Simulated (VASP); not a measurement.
# Ir: single point with PBE

Crystal: Ir.

```
CELL_PARAMETERS angstrom
2.66540 0.00000 0.00000
-1.33270 2.30830 0.00000
0.00000 0.00000 4.45296
ATOMIC_POSITIONS crystal
Ir 0.66667 0.33333 0.75000
Ir 0.33333 0.66667 0.25000
```

| Quantity | Value |
| --- | --- |
| Program | VASP 6.6.1 |
| Task | single point |
| Functional | PBE |
| Potentials or basis | VASP PAW PBE potentials, release 64 (Ir) |
| Cutoff | 520 eV |
| k mesh | 18 × 18 × 10 |
| Occupations | gaussian, width 0.15 eV |
| Spin | no spin polarisation |

```yaml
Pressure: 25.8 GPa
Band_gap_on_the_k_mesh: zero (band 9 reaches 12.30 eV, above the bottom of band 10 at 8.60 eV)
```

Stress tensor (GPa, compression positive):
```
30.24  0.00  0.00
 0.00 30.24  0.00
 0.00  0.00 16.82
```

Levels at points of the mesh, in eV from the Fermi level:
```
           k point  band 7  band 8  band 9  band 10  band 11  band 12
(0.00, 0.00, 0.00)   -3.39   -2.21   -2.21    -1.18     0.34     0.34
(0.50, 0.00, 0.00)   -3.28    0.93    1.01     1.39     3.20     4.75
(0.00, 0.00, 0.50)   -4.07   -4.07   -0.45    -0.45    -0.45    -0.45
(0.50, 0.00, 0.50)   -1.00   -1.00    1.23     1.23     2.11     2.11
```

Run time: 45 s on 1 thread of Intel(R) Xeon(R) Platinum 8488C (Sapphire Rapids), with other jobs on the host, peak memory 0.2 GiB.

Caveat: spin-orbit coupling is left out, which moves the levels of the heavy elements.
